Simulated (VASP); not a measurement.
# Mn (Fd-3m) in VASP: a series of runs, part 2 of 2

VASP 6.6.1. The steps go on from the part before.

**3. Single point, PBE, collinear spin, ferromagnetic start (12.15 Å³/atom)**

This run uses another cell than the first one, of 12.15 Å³/atom.

The input, INCAR:

```
SYSTEM = Mn
  ALGO = Normal
  EDIFF = 1E-6
  ENCUT = 520
  GGA = PE
  ISIF = 2
  ISMEAR = -1
  ISPIN = 2
  LASPH = .TRUE.
  LCHARG = .FALSE.
  LMAXMIX = 4
  LORBIT = 11
  LREAL = .FALSE.
  LWAVE = .FALSE.
  MAGMOM = 3 3
  NBANDS = 24
  NELM = 150
  PREC = Accurate
  SIGMA = 0.1
```

The input, KPOINTS:

```
k-points
0
G
  14 14 14
  0 0 0
```

The input, POSCAR:

```
Mn
1.0
    0.0000000000      2.2986570173      2.2986570173
    2.2986570173      0.0000000000      2.2986570173
    2.2986570173      2.2986570173      0.0000000000
Mn
2
Direct
   -0.1250000000     -0.1250000000     -0.1250000000
    0.1250000000      0.1250000000      0.1250000000
```

Potentials or basis: VASP PAW PBE potentials, release 64 (Mn_pv).

Started as:

```
cat potpaw_PBE.64/Mn_pv/POTCAR > POTCAR
mpirun -np 1 vasp_std > vasp.out
```

OUTCAR:

```text
SYSTEM = Mn
   EDIFF = 1E-6
   ENCUT = 520
   GGA = PE
   ISIF = 2
   ISMEAR = -1
   ISPIN = 2
   LASPH = .TRUE.
   LORBIT = 11
   LREAL = .FALSE.
   NELM = 150
   PREC = Accurate

 ion  position               nearest neighbor table
   1  0.875  0.875  0.875-   2 1.99   2 1.99   2 1.99   2 1.99
   2  0.125  0.125  0.125-   1 1.99   1 1.99   1 1.99   1 1.99

  LATTYP: Found a face centered cubic cell.
 ALAT       =     4.5973140346

  Lattice vectors:

 A1 = (   0.0000000000,   2.2986570173,   2.2986570173)
 A2 = (   2.2986570173,   0.0000000000,   2.2986570173)
 A3 = (   2.2986570173,   2.2986570173,   0.0000000000)

Analysis of symmetry for initial positions (statically):
=====================================================================
 Subroutine PRICEL returns:
 Original cell was already a primitive cell.

 Routine SETGRP: Setting up the symmetry group for a
 face centered cubic supercell.

 Subroutine GETGRP returns: Found 48 space group operations
 (whereof 12 operations were pure point group operations)
 out of a pool of 48 trial point group operations.

The static configuration has the point symmetry D_3d.
 The point group associated with its full space group is O_h .

Analysis of symmetry for dynamics (positions and initial velocities):
=====================================================================
 Subroutine PRICEL returns:
 Original cell was already a primitive cell.

 Routine SETGRP: Setting up the symmetry group for a
 face centered cubic supercell.

 Subroutine GETGRP returns: Found 48 space group operations
 (whereof 12 operations were pure point group operations)
 out of a pool of 48 trial point group operations.

The dynamic configuration has the point symmetry D_3d.
 The point group associated with its full space group is O_h .

Analysis of structural, dynamic, and magnetic symmetry:
=====================================================================
 Subroutine PRICEL returns:
 Original cell was already a primitive cell.

 Routine SETGRP: Setting up the symmetry group for a
 face centered cubic supercell.

 Subroutine GETGRP returns: Found 48 space group operations
 (whereof 12 operations were pure point group operations)
 out of a pool of 48 trial point group operations.

The overall configuration has the point symmetry D_3d.
 The point group associated with its full space group is O_h .

 Subroutine INISYM returns: Found 48 space group operations
 (whereof 12 operations are pure point group operations),
 and found     1 'primitive' translations

----------------------------------------------------------------------------------------

                                     Primitive cell

  volume of cell :      24.2914

  direct lattice vectors                    reciprocal lattice vectors
     0.000000000  2.298657017  2.298657017    -0.217518314  0.217518314  0.217518314
     2.298657017  0.000000000  2.298657017     0.217518314 -0.217518314  0.217518314
     2.298657017  2.298657017  0.000000000     0.217518314  0.217518314 -0.217518314

  length of vectors
     3.250791929  3.250791929  3.250791929     0.376752772  0.376752772  0.376752772

  position of ions in fractional coordinates (direct lattice)
     0.875000000  0.875000000  0.875000000
     0.125000000  0.125000000  0.125000000

  ion indices of the primitive-cell ions
   primitive index   ion index
                 1           1
                 2           2

----------------------------------------------------------------------------------------

 KPOINTS: k-points

[... 66 lines left out ...]
   NELM   =    150;   NELMIN=  2; NELMDL= -5     # of ELM steps
   EDIFF  = 0.1E-05   stopping-criterion for ELM
   LREAL  =      F    real-space projection
   EDIFFG = 0.1E-04   stopping-criterion for IOM
   NSW    =      0    number of steps for IOM
   IBRION =     -1    ionic relax: 0-MD 1-quasi-New 2-CG
   NFREE  =      0    steps in history (QN), initial steepest desc. (CG)
   ISIF   =      2    stress and relaxation
   ISYM   =      2    0-nonsym 1-usesym 2-fastsym
   POTIM  = 0.5000    time-step for ionic-motion
   TEBEG  =    0.0;   TEEND  =   0.0 temperature during run
   PSTRESS=    0.0 pullay stress
   NELECT =      26.0000    total number of electrons
   NUPDOWN=      -1.0000    fix difference up-down
   EMIN   =  10.00;   EMAX   =-10.00  energy-range for DOS
   EFERMI =   0.00;   METHOD = LEGACY
   ISMEAR =    -1;   SIGMA  =   0.10  broadening in eV -4-tet -1-fermi 0-gaus
   EFERMI_NEDOS =   21; number of points for ismear=-14 and -15
   IALGO  =     38    algorithm
   IMIX   =      4    mixing-type and parameters
     AMIX     =   0.40;   BMIX     =  1.00
     AMIX_MAG =   1.60;   BMIX_MAG =  1.00
  volume/ion in A,a.u.               =      12.15        81.96
  Fermi-wavevector in a.u.,A,eV,Ry     =   1.674616  3.164564 38.155322  2.804337
  Thomas-Fermi vector in A             =   2.759380
   LORBIT       =     11    0 simple, 1 ext, 2 COOP (PROOUT), +10 PAW based schemes
   GGA     = PE    functional components
   LHFCALC =     F    Hartree Fock is set to
   AEXX    =    0.0000 exact exchange contribution
   IVDW    =     0    specifies the selected vdW correction
   LEPSILON=     F    determine dielectric tensor
   LRPA    =     F    only Hartree local field effects (RPA)
 spin polarized calculation
  energy-cutoff  :      520.00
  volume of cell :       24.29
 maximum number of plane-waves:       668
   NGX = 13   NGY = 13   NGZ = 13

 number of electron      26.0000035 magnetization       0.0016061

 number of electron      26.0000035 magnetization      -0.0000975

 Free energy of the ion-electron system (eV)
  ---------------------------------------------------
  ext. energy  EPLUGINS =         0.00000000
  ---------------------------------------------------
  free energy    TOTEN  =       -14.35275600 eV

  energy without entropy =      -14.28909445  energy(sigma->0) =      -14.32092523

 E-fermi :   8.7228     XC(G=0): -12.9053

 val. band max:        8.7115154739   @ k =  -0.3571   0.4286   0.1429
 cond. band min:       8.7386714091   @ k =  -0.2857   0.2143   0.0000
 fundamental gap:      0.0271559352
 Fermi energy:         8.7227723082

 spin component 1

 k-point     1 :       0.0000    0.0000    0.0000
  band No.  band energies     occupation
      1     -39.5434      1.00000
      2     -39.5434      1.00000
      3     -39.5434      1.00000
      4     -38.2793      1.00000
      5     -38.2793      1.00000
      6     -38.2793      1.00000
[... 637 lines left out ...]
     23      27.9943      0.00000
     24      29.1516      0.00000

 [... further k-points ...]

 spin component 2

 k-point     1 :       0.0000    0.0000    0.0000
  band No.  band energies     occupation
      1     -39.5435      1.00000
      2     -39.5435      1.00000
      3     -39.5435      1.00000
      4     -38.2795      1.00000
      5     -38.2795      1.00000
      6     -38.2795      1.00000
[... 637 lines left out ...]
     23      27.9942      0.00000
     24      29.1515      0.00000

 [... further k-points ...]

------------------------ aborting loop because EDIFF is reached ----------------------------------------

  FORCE on cell =-STRESS in cart. coord.  units (eV):
  Direction    XX          YY          ZZ          XY          YZ          ZX
  --------------------------------------------------------------------------------------
  -------------------------------------------------------------------------------------
  Total        8.2283897      8.2283897      8.2283897      0.0000000      0.0000000      0.0000000
  in kB      542.7163601    542.7163601    542.7163601      0.0000000      0.0000000      0.0000000
  external PRESSURE =     542.7163601 kB  Pullay stress =       0.0000000 kB

 VOLUME and BASIS-vectors are now :
 -----------------------------------------------------------------------------
  energy-cutoff  :      520.00
  volume of cell :       24.29
      direct lattice vectors                 reciprocal lattice vectors
     0.000000000  2.298657017  2.298657017    -0.217518314  0.217518314  0.217518314
     2.298657017  0.000000000  2.298657017     0.217518314 -0.217518314  0.217518314
     2.298657017  2.298657017  0.000000000     0.217518314  0.217518314 -0.217518314

 POSITION                                       TOTAL-FORCE (eV/Angst)
 -----------------------------------------------------------------------------------
      4.02265      4.02265      4.02265        -0.000000      0.000000     -0.000000
      0.57466      0.57466      0.57466         0.000000     -0.000000      0.000000
 -----------------------------------------------------------------------------------
    total drift:                                0.000000      0.000000      0.000000

  FREE ENERGIE OF THE ION-ELECTRON SYSTEM (eV)
  ---------------------------------------------------
  free  energy   TOTEN  =       -14.3527560040 eV

  energy  without entropy=      -14.2890944509  energy(sigma->0) =      -14.32092523

 total charge

# of ion       s       p       d       tot
------------------------------------------
    1        0.551   6.348   5.584  12.483
    2        0.551   6.348   5.584  12.483
--------------------------------------------------
tot          1.102  12.696  11.167  24.965

 magnetization (x)

# of ion       s       p       d       tot
------------------------------------------
    1       -0.000   0.000  -0.000  -0.000
    2       -0.000   0.000  -0.000  -0.000
--------------------------------------------------
tot         -0.000   0.000  -0.000  -0.000
```

OSZICAR:

```text
N       E                     dE             d eps       ncg     rms          rms(c)
DAV:   1     0.263867429459E+03    0.26387E+03   -0.14992E+04 10064   0.151E+03
DAV:   2    -0.220398969467E+01   -0.26607E+03   -0.25323E+03 10128   0.402E+02
DAV:   3    -0.127690581195E+02   -0.10565E+02   -0.10522E+02 11488   0.928E+01
DAV:   4    -0.128661670883E+02   -0.97109E-01   -0.97102E-01 11312   0.864E+00
DAV:   5    -0.128678597358E+02   -0.16926E-02   -0.16926E-02 11392   0.115E+00    0.226E+01
DAV:   6    -0.141341138849E+02   -0.12663E+01   -0.31014E+00 11096   0.191E+01    0.563E+00
DAV:   7    -0.143409508614E+02   -0.20684E+00   -0.21983E-01 10592   0.404E+00    0.373E+00
DAV:   8    -0.143562521486E+02   -0.15301E-01   -0.14606E-02 11592   0.131E+00    0.151E+00
DAV:   9    -0.143517735648E+02    0.44786E-02   -0.46573E-03 10880   0.634E-01    0.419E-01
DAV:  10    -0.143527231715E+02   -0.94961E-03   -0.15892E-03 10880   0.396E-01    0.752E-02
DAV:  11    -0.143527550179E+02   -0.31846E-04   -0.71632E-05 11144   0.951E-02    0.246E-02
DAV:  12    -0.143527560040E+02   -0.98605E-06   -0.33813E-06 11352   0.189E-02
   1 F= -.14352756E+02 E0= -.14320925E+02  d E =-.636616E-01  mag=    -0.0004
```

stdout:

```text
POSCAR found type information on POSCAR Mn
 POSCAR found :  1 types and       2 ions
 scaLAPACK will be used
 LDA part: xc-table for (Slater+PW92), standard interpolation
 POSCAR, INCAR and KPOINTS ok, starting setup
 FFT: planning ... GRIDC
 FFT: planning ... GRID_SOFT
 FFT: planning ... GRID
 WAVECAR not read
 entering main loop
```

Run time: 26 s. Hardware: 1 thread of Intel Xeon 6975P-C (Granite Rapids), shared host; peak memory 0.2 GiB.

What came out:

```
Free energy                                           : -14.3528 eV
Pressure                                              : 54.3 GPa
Band gap on the k mesh                                : zero (filled and empty bands overlap)
Net moment                                            : 0.00 μB per cell
Valence electrons inside the program's atomic spheres : Mn 12.48
```

Levels at points of the mesh, in eV from the Fermi level:
Spin up:
| k point | band 9 | band 10 | band 11 | band 12 | band 13 | band 14 | band 15 | band 16 | band 17 | band 18 |
| --- | --- | --- | --- | --- | --- | --- | --- | --- | --- | --- |
| (0.00, 0.00, 0.00) | -2.97 | -2.18 | -2.18 | -2.18 | 0.50 | 0.50 | 0.50 | 2.98 | 2.98 | 16.41 |
| (0.50, 0.00, 0.00) | -2.81 | -2.81 | -2.31 | -2.31 | -0.34 | 1.40 | 1.40 | 2.55 | 2.55 | 4.43 |
| (0.50, 0.50, 0.00) | -2.21 | -2.21 | -0.31 | -0.31 | -0.07 | -0.07 | 2.83 | 2.83 | 4.43 | 4.43 |
Spin down:
```
           k point  band 10  band 11  band 12  band 13  band 14  band 15  band 16  band 17
(0.00, 0.00, 0.00)    -2.18    -2.18    -2.18     0.50     0.50     0.50     2.98     2.98
(0.50, 0.00, 0.00)    -2.81    -2.31    -2.31    -0.34     1.40     1.40     2.55     2.55
(0.50, 0.50, 0.00)    -2.21    -0.31    -0.31    -0.07    -0.07     2.83     2.83     4.43
```

Caveat: atoms lie so close that the PAW spheres overlap strongly, which falsifies energies and pressures; the cell stands under pressure.
